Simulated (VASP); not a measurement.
# Zn2Br3 (P4/mbm) in VASP: further runs

Zn2Br3 is run at these levels: PBE; tasks: single point, relaxation of cell and atoms.

Everything below comes from runs of VASP 6.6.1. Logs are shortened: lines on timing, memory, paths and dates and some standing lists are left out, and cuts for length are marked.

## Step 1: The cell of the first run

It takes space group P4/mbm (No. 127, tetragonal). The conventional cell has a = 8.192 Å, b = 8.192 Å, c = 4.115 Å, α = 90.00°, β = 90.00°, γ = 90.00°. Within 3.7 Å of Zn (site symmetry m2m) lie 1 Zn at 2.78 Å and 8 Br at 3.10 to 3.26 Å. Br (site symmetry 4/m) has 4 Zn at 3.26 Å and 10 Br at 3.64 to 4.12 Å within 4.3 Å. Br (site symmetry m2m) has 6 Zn at 3.10 to 3.24 Å and 11 Br at 3.64 to 4.25 Å within 4.3 Å.

## Step 2: Single point, PBE

INCAR

```
PREC = Accurate
ENCUT = 520
EDIFF = 1E-6
ISMEAR = 0
SIGMA = 0.1
LREAL = False
LASPH = True
NELM = 100
ALGO = Normal
ISIF = 2
LWAVE = False
LCHARG = False
GGA = PE
NBANDS = 56
```

KPOINTS

```
Automatic mesh
0
Gamma
  2 2 4
```

POSCAR

```
Zn2Br3
1.0
    8.1916294344      0.0000000000      0.0000000000
    0.0000000000      8.1916294344      0.0000000000
    0.0000000000      0.0000000000      4.1153212508
Zn Br
4 6
Direct
    0.3800000000      0.8800000000      0.0000000000
    0.1200000000      0.3800000000      0.0000000000
    0.6200000000      0.1200000000      0.0000000000
    0.8800000000      0.6200000000      0.0000000000
    0.0000000000      0.0000000000      0.0000000000
    0.5000000000      0.5000000000      0.0000000000
    0.1800000000      0.6800000000      0.5000000000
    0.3200000000      0.1800000000      0.5000000000
    0.8200000000      0.3200000000      0.5000000000
    0.6800000000      0.8200000000      0.5000000000
```

Potentials or basis: VASP PAW PBE potentials, release 64 (Zn, Br).

Run with:

```sh
$ cat potpaw_PBE.64/Zn/POTCAR potpaw_PBE.64/Br/POTCAR > POTCAR
$ mpirun -np 1 vasp_std > vasp.out
```

OUTCAR:

```text
PREC = Accurate
   ENCUT = 520
   EDIFF = 1E-6
   ISMEAR = 0
   LREAL = False
   LASPH = True
   NELM = 100
   ISIF = 2
   GGA = PE

 ion  position               nearest neighbor table
   1  0.380  0.880  0.000-   3 2.78
   2  0.120  0.380  0.000-   4 2.78
   3  0.620  0.120  0.000-   1 2.78
   4  0.880  0.620  0.000-   2 2.78
   5  0.000  0.000  0.000-
   6  0.500  0.500  0.000-
   7  0.180  0.680  0.500-
   8  0.320  0.180  0.500-
   9  0.820  0.320  0.500-
  10  0.680  0.820  0.500-

  LATTYP: Found a simple tetragonal cell.
 ALAT       =     8.1916294344
 C/A-ratio  =     0.5023812764

  Lattice vectors:

 A1 = (   8.1916294344,   0.0000000000,   0.0000000000)
 A2 = (   0.0000000000,   8.1916294344,   0.0000000000)
 A3 = (   0.0000000000,   0.0000000000,   4.1153212508)

Analysis of symmetry for initial positions (statically):
=====================================================================
 Subroutine PRICEL returns:
 Original cell was already a primitive cell.

 Routine SETGRP: Setting up the symmetry group for a
 simple tetragonal supercell.

 Subroutine GETGRP returns: Found 16 space group operations
 (whereof  8 operations were pure point group operations)
 out of a pool of 16 trial point group operations.

The static configuration has the point symmetry C_4h.
 The point group associated with its full space group is D_4h.

Analysis of symmetry for dynamics (positions and initial velocities):
=====================================================================
 Subroutine PRICEL returns:
 Original cell was already a primitive cell.

 Routine SETGRP: Setting up the symmetry group for a
 simple tetragonal supercell.

 Subroutine GETGRP returns: Found 16 space group operations
 (whereof  8 operations were pure point group operations)
 out of a pool of 16 trial point group operations.

The dynamic configuration has the point symmetry C_4h.
 The point group associated with its full space group is D_4h.

 Subroutine INISYM returns: Found 16 space group operations
 (whereof  8 operations are pure point group operations),
 and found     1 'primitive' translations

----------------------------------------------------------------------------------------

                                     Primitive cell

  volume of cell :     276.1495

  direct lattice vectors                    reciprocal lattice vectors
     8.191629434  0.000000000  0.000000000     0.122075835  0.000000000  0.000000000
     0.000000000  8.191629434  0.000000000     0.000000000  0.122075835  0.000000000
     0.000000000  0.000000000  4.115321251     0.000000000  0.000000000  0.242994396

  length of vectors
     8.191629434  8.191629434  4.115321251     0.122075835  0.122075835  0.242994396

  position of ions in fractional coordinates (direct lattice)
     0.380000000  0.880000000  0.000000000
     0.120000000  0.380000000  0.000000000
     0.620000000  0.120000000  0.000000000
     0.880000000  0.620000000  0.000000000
     0.000000000  0.000000000  0.000000000
     0.500000000  0.500000000  0.000000000
     0.180000000  0.680000000  0.500000000
     0.320000000  0.180000000  0.500000000
     0.820000000  0.320000000  0.500000000
     0.680000000  0.820000000  0.500000000

  ion indices of the primitive-cell ions
   primitive index   ion index
                 1           1
                 2           2
                 3           3
                 4           4
                 5           5
                 6           6
                 7           7
                 8           8
                 9           9
                10          10

----------------------------------------------------------------------------------------

 KPOINTS: Automatic mesh

Automatic generation of k-mesh.
 Grid dimensions read from file:
 generate k-points for:    2    2    4

 Generating k-lattice:

  Cartesian coordinates                     Fractional coordinates (reciprocal lattice)
     0.061037917  0.000000000  0.000000000     0.500000000  0.000000000  0.000000000
     0.000000000  0.061037917  0.000000000     0.000000000  0.500000000  0.000000000
     0.000000000  0.000000000  0.060748599     0.000000000  0.000000000  0.250000000

  Length of vectors
     0.061037917  0.061037917  0.060748599

  Shift w.r.t. Gamma in fractional coordinates (k-lattice)
     0.000000000  0.000000000  0.000000000

 Subroutine IBZKPT returns following result:
 ===========================================

 Found      9 irreducible k-points:

 Following reciprocal coordinates:
            Coordinates               Weight
  0.000000  0.000000  0.000000      1.000000
  0.500000  0.000000  0.000000      2.000000
  0.500000  0.500000  0.000000      1.000000
  0.000000  0.000000  0.250000      2.000000
  0.500000  0.000000  0.250000      4.000000
  0.500000  0.500000  0.250000      2.000000
  0.000000  0.000000  0.500000      1.000000
  0.500000  0.000000  0.500000      2.000000
  0.500000  0.500000  0.500000      1.000000
   k-points           NKPTS =      9   k-points in BZ     NKDIM =      9   number of bands    NBANDS=     56
   number of dos      NEDOS =    301   number of ions     NIONS =     10
   total plane-waves  NPLWV = 131072
   dimension x,y,z NGX =    64 NGY =   64 NGZ =   32
   dimension x,y,z NGXF=   128 NGYF=  128 NGZF=   64
   ions per type =               4   6
   NGX,Y,Z   is equivalent  to a cutoff of  12.99, 12.99, 12.93 a.u.
   NGXF,Y,Z  is equivalent  to a cutoff of  25.98, 25.98, 25.85 a.u.
 SYSTEM =  unknown system
   PREC   = accura    normal or accurate (medium, high low for compatibility)
   ISTART =      0    job   : 0-new  1-cont  2-samecut
   ICHARG =      2    charge: 1-file 2-atom 10-const
   ISPIN  =      1    spin polarized calculation?
   LNONCOLLINEAR =      F non collinear calculations
   LSORBIT =      F    spin-orbit coupling
   LASPH  =      T    aspherical Exc in radial PAW
   ENCUT  =  520.0 eV  38.22 Ry    6.18 a.u.  15.23 15.23  7.65*2*pi/ulx,y,z
   NELM   =    100;   NELMIN=  2; NELMDL= -5     # of ELM steps
   EDIFF  = 0.1E-05   stopping-criterion for ELM
   LREAL  =      F    real-space projection
   EDIFFG = 0.1E-04   stopping-criterion for IOM
   NSW    =      0    number of steps for IOM
   IBRION =     -1    ionic relax: 0-MD 1-quasi-New 2-CG
   NFREE  =      0    steps in history (QN), initial steepest desc. (CG)
   ISIF   =      2    stress and relaxation
   ISYM   =      2    0-nonsym 1-usesym 2-fastsym
   POTIM  = 0.5000    time-step for ionic-motion
   TEBEG  =    0.0;   TEEND  =   0.0 temperature during run
   PSTRESS=    0.0 pullay stress
   NELECT =      90.0000    total number of electrons
   NUPDOWN=      -1.0000    fix difference up-down
   EMIN   =  10.00;   EMAX   =-10.00  energy-range for DOS
   EFERMI =   0.00;   METHOD = LEGACY
   ISMEAR =     0;   SIGMA  =   0.10  broadening in eV -4-tet -1-fermi 0-gaus
   EFERMI_NEDOS =   21; number of points for ismear=-14 and -15
   IALGO  =     38    algorithm
   IMIX   =      4    mixing-type and parameters
     AMIX     =   0.40;   BMIX     =  1.00
     AMIX_MAG =   1.60;   BMIX_MAG =  1.00
  volume/ion in A,a.u.               =      27.61       186.35
  Fermi-wavevector in a.u.,A,eV,Ry     =   1.126612  2.128987 17.269245  1.269254
  Thomas-Fermi vector in A             =   2.263294
   LORBIT       =      0    0 simple, 1 ext, 2 COOP (PROOUT), +10 PAW based schemes
   GGA     = PE    functional components
   LHFCALC =     F    Hartree Fock is set to
   AEXX    =    0.0000 exact exchange contribution
   IVDW    =     0    specifies the selected vdW correction
   LEPSILON=     F    determine dielectric tensor
   LRPA    =     F    only Hartree local field effects (RPA)
 non-spin polarized calculation
 Gauss-broadening in eV      SIGMA  =   0.10
  energy-cutoff  :      520.00
  volume of cell :      276.15
 maximum number of plane-waves:      7476
 NGX is ok and might be reduce to    64
   NGX = 31   NGY = 31   NGZ = 15

 number of electron      90.0000009 magnetization

 Free energy of the ion-electron system (eV)
  ---------------------------------------------------
  ext. energy  EPLUGINS =         0.00000000
  ---------------------------------------------------
  free energy    TOTEN  =       -14.91449803 eV

  energy without entropy =      -14.85004940  energy(sigma->0) =      -14.88227371

 E-fermi :   0.4942     XC(G=0):  -8.8309

 val. band max:        0.4928849292   @ k =   0.5000   0.0000   0.2500
 cond. band min:       0.5039054945   @ k =   0.0000   0.0000   0.2500
 fundamental gap:      0.0110205653
 Fermi energy:         0.4942106107

 k-point     1 :       0.0000    0.0000    0.0000
  band No.  band energies     occupation
      1     -13.9048      2.00000
      2     -13.6324      2.00000
      3     -13.6324      2.00000
      4     -13.6019      2.00000
      5     -12.7108      2.00000
      6     -12.5596      2.00000
[... 48 lines left out ...]
     55       6.7864      0.00000
     56       6.7929      0.00000

 k-point     2 :       0.5000    0.0000    0.0000
  band No.  band energies     occupation
      1     -13.7853      2.00000
      2     -13.7853      2.00000
      3     -13.6095      2.00000
      4     -13.6095      2.00000
      5     -12.6279      2.00000
      6     -12.6279      2.00000
[... 48 lines left out ...]
     55       6.5839      0.00000
     56       6.5839      0.00000
[... 352 lines left out ...]
     55       6.2364      0.00000
     56       6.2364      0.00000

 k-point     9 :       0.5000    0.5000    0.5000
  band No.  band energies     occupation
      1     -13.5644      2.00000
      2     -13.5644      2.00000
      3     -13.5132      2.00000
      4     -13.5132      2.00000
      5     -12.6206      2.00000
      6     -12.6206      2.00000
[... 48 lines left out ...]
     55       5.7051      0.00000
     56       5.7051      0.00000

------------------------ aborting loop because EDIFF is reached ----------------------------------------

  FORCE on cell =-STRESS in cart. coord.  units (eV):
  Direction    XX          YY          ZZ          XY          YZ          ZX
  --------------------------------------------------------------------------------------
  -------------------------------------------------------------------------------------
  Total      -10.2859595    -10.2859595     -3.8302877      0.0000000      0.0000000     -0.0000000
  in kB      -59.6775592    -59.6775592    -22.2227419      0.0000000      0.0000000     -0.0000000
  external PRESSURE =     -47.1926201 kB  Pullay stress =       0.0000000 kB

 VOLUME and BASIS-vectors are now :
 -----------------------------------------------------------------------------
  energy-cutoff  :      520.00
  volume of cell :      276.15
      direct lattice vectors                 reciprocal lattice vectors
     8.191629434  0.000000000  0.000000000     0.122075835  0.000000000  0.000000000
     0.000000000  8.191629434  0.000000000     0.000000000  0.122075835  0.000000000
     0.000000000  0.000000000  4.115321251     0.000000000  0.000000000  0.242994396

 POSITION                                       TOTAL-FORCE (eV/Angst)
 -----------------------------------------------------------------------------------
      3.11282      7.20863      0.00000        -0.312453     -0.312453      0.000000
      0.98300      3.11282      0.00000         0.312453     -0.312453      0.000000
      5.07881      0.98300      0.00000         0.312453      0.312453      0.000000
      7.20863      5.07881      0.00000        -0.312453      0.312453     -0.000000
      0.00000      0.00000      0.00000        -0.000000     -0.000000      0.000000
      4.09581      4.09581      0.00000        -0.000000     -0.000000      0.000000
      1.47449      5.57031      2.05766        -0.114729     -0.114729     -0.000000
      2.62132      1.47449      2.05766         0.114729     -0.114729      0.000000
      6.71714      2.62132      2.05766         0.114729      0.114729      0.000000
      5.57031      6.71714      2.05766        -0.114729      0.114729     -0.000000
 -----------------------------------------------------------------------------------
    total drift:                                0.000000      0.000000      0.000000

  FREE ENERGIE OF THE ION-ELECTRON SYSTEM (eV)
  ---------------------------------------------------
  free  energy   TOTEN  =       -14.9144980278 eV

  energy  without entropy=      -14.8500494007  energy(sigma->0) =      -14.88227371
```

It took 79 s on 1 thread of Intel Xeon 6975P-C (Granite Rapids), shared host; peak memory 0.39 GiB.

Results:

| Quantity | Value |
| --- | --- |
| Free energy | -14.9145 eV |
| Pressure | -4.7 GPa |
| Largest force | 0.442 eV/Å |
| Band gap on the k mesh | zero (bands 45 and 46 overlap by 0.76 eV) |

Forces in eV/Å, atoms in the order of the input:
```
Zn  -0.312 -0.312  0.000
Zn   0.312 -0.312  0.000
Zn   0.312  0.312  0.000
Zn  -0.312  0.312  0.000
Br   0.000  0.000  0.000
Br   0.000  0.000  0.000
Br  -0.115 -0.115  0.000
Br   0.115 -0.115  0.000
Br   0.115  0.115  0.000
Br  -0.115  0.115  0.000
```

Stress tensor (GPa, compression positive):
```
-5.97  0.00  0.00
 0.00 -5.97  0.00
 0.00  0.00 -2.22
```

Levels at points of the mesh, in eV from the Fermi level:
```csv
k point,band 42,band 43,band 44,band 45,band 46,band 47,band 48,band 49
"(0.00, 0.00, 0.00)",-0.40,-0.27,-0.27,-0.07,0.60,1.41,1.41,3.23
"(0.50, 0.00, 0.00)",-0.73,-0.22,-0.22,0.03,0.03,1.41,1.41,3.72
"(0.50, 0.50, 0.00)",-0.21,-0.20,-0.20,0.27,0.27,0.90,0.90,3.91
"(0.00, 0.00, 0.50)",-1.25,-0.58,-0.58,-0.04,0.49,1.40,1.40,2.85
"(0.50, 0.00, 0.50)",-1.19,-0.51,-0.51,-0.49,-0.49,1.31,1.31,3.69
"(0.50, 0.50, 0.50)",-1.21,-0.48,-0.48,-0.08,-0.08,0.27,0.27,4.16
```

Caveat: the k points lie up to 0.38 Å⁻¹ apart, too coarse for converged energies and pressures of a metal.

(Part 1 of 2 ends here.)

The gap in the log of VASP goes by the Fermi energy; the results here count the filled bands.